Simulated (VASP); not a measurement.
## Pb: single point with PBEsol

The system is Pb.

```
Pb
1.0
    -1.88068    1.88068    1.93017
     1.88068   -1.88068    1.93017
     1.88068    1.88068   -1.93017
Pb
1
Direct
  0.00000 0.00000 0.00000
```

This cell differs from its parent crystal: strain -0.050 along x and y, -0.025 along z.

```json
{
 "Program": "VASP 6.6.1",
 "Task": "single point",
 "Functional": "PBEsol",
 "Potentials or basis": "VASP PAW PBE potentials, release 64 (Pb_d)",
 "Cutoff": "520 eV",
 "k mesh": "18 × 18 × 18",
 "Occupations": "gaussian, width 0.15 eV",
 "Spin": "no spin polarisation"
}
```

```json
{"Pressure": "5.2 GPa", "Band gap on the k mesh": "zero (bands 7 and 8 overlap by 10.85 eV)"}
```

Stress tensor (GPa, compression positive):
```
5.04 0.00 0.00
0.00 5.04 0.00
0.00 0.00 5.64
```

Levels at points of the mesh, in eV from the Fermi level:
```
           k point  band 4  band 5  band 6  band 7  band 8  band 9  band 10  band 11
(0.00, 0.00, 0.00)  -16.84  -16.82  -12.52    8.52    8.69    8.69    11.04    11.40
(0.50, 0.00, 0.00)  -16.83  -16.63   -7.98   -4.61    3.93    5.63     8.37     9.63
(0.50, 0.50, 0.00)  -16.83  -16.62   -7.84   -4.54    3.59    5.18     7.95     9.22
(0.50, 0.50, 0.50)  -16.67  -16.67   -4.66   -0.82   -0.33   -0.33     4.60     4.87
```

Wall time 3.2 min on 1 thread of Intel Xeon 8259CL, with other jobs on the host, peak memory 0.27 GiB.

Caveat: the cell differs from its parent crystal (strain -0.050 along x and y, -0.025 along z); the cell stands under pressure; the PAW data sets were made with another functional, which shifts forces and pressure a little; spin-orbit coupling is left out, which moves the levels of the heavy elements.
